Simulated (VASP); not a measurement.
## PtS2: single point with PBEsol

Crystal: PtS2.

```
Pt S
1.0
     3.54320    0.00000    0.00000
    -1.77160    3.06850    0.00000
     0.00000    0.00000    5.03880
Pt S
1 2
Direct
  0.00000 0.00000 0.00000
  0.28612 0.63210 0.25000
  0.66667 0.33333 0.75000
```

This cell differs from its parent crystal: atom 2 (S) moved by (-0.150, +0.000) A along [1 1 0] and z.

* Program: VASP 6.6.1
* Task: single point
* Functional: PBEsol
* Potentials or basis: VASP PAW PBE potentials, release 64 (Pt, S)
* Cutoff: 520 eV
* k mesh: 12 × 12 × 8
* Occupations: gaussian, width 0.05 eV
* Spin: no spin polarisation
* Dipole correction: no
* Further INCAR settings: ALGO = Normal; EDIFF = 1e-06; NBANDS = 18

```json
{
 "Pressure": "-2.2 GPa",
 "Largest force": "1.223 eV/Å",
 "Band gap on the k mesh": "0.37 eV (least direct gap 0.55 eV)"
}
```

Forces on the atoms (eV/Å):
```
Pt  -0.684 -0.840 -0.180
S    0.730  0.905 -0.377
S   -0.046 -0.065  0.557
```

Stress tensor (GPa, compression positive):
```
-3.07 -1.22  2.49
-1.22  0.06  3.19
 2.49  3.19 -3.74
```

Levels at points of the mesh, in eV from the valence-band top:
```tsv
k point	band 8	band 9	band 10	band 11	band 12	band 13	band 14	band 15
(0.00, 0.00, 0.00)	-2.28	-1.25	-0.87	0.00	1.54	2.00	4.40	5.12
(0.50, 0.00, 0.00)	-3.24	-3.05	-2.91	-2.51	0.97	2.60	5.49	6.35
(0.00, 0.50, 0.00)	-3.26	-3.14	-3.05	-2.49	1.43	2.24	5.19	6.15
(0.50, 0.50, 0.00)	-3.24	-3.13	-3.02	-2.47	1.30	2.27	5.30	6.19
(0.00, 0.00, 0.50)	-2.90	-1.47	-1.38	-1.19	2.26	2.56	5.41	6.86
(0.50, 0.00, 0.50)	-3.08	-2.71	-2.62	-1.29	1.54	2.10	4.60	4.92
(0.00, 0.50, 0.50)	-3.16	-2.90	-2.52	-1.60	1.20	2.06	5.07	5.24
(0.50, 0.50, 0.50)	-3.16	-2.89	-2.47	-1.49	1.22	2.09	4.93	5.15
```

Run time: 9 min on 1 thread of Oxide Virtual Turin-like Processor, with other jobs on the host, peak memory 0.58 GiB.

Caveat: the cell differs from its parent crystal (atom 2 (S) moved by (-0.150, +0.000) A along [1 1 0] and z); the PAW data sets were made with another functional, which shifts forces and pressure a little; spin-orbit coupling is left out, which moves the levels of the heavy elements. A k mesh can miss the band edges.
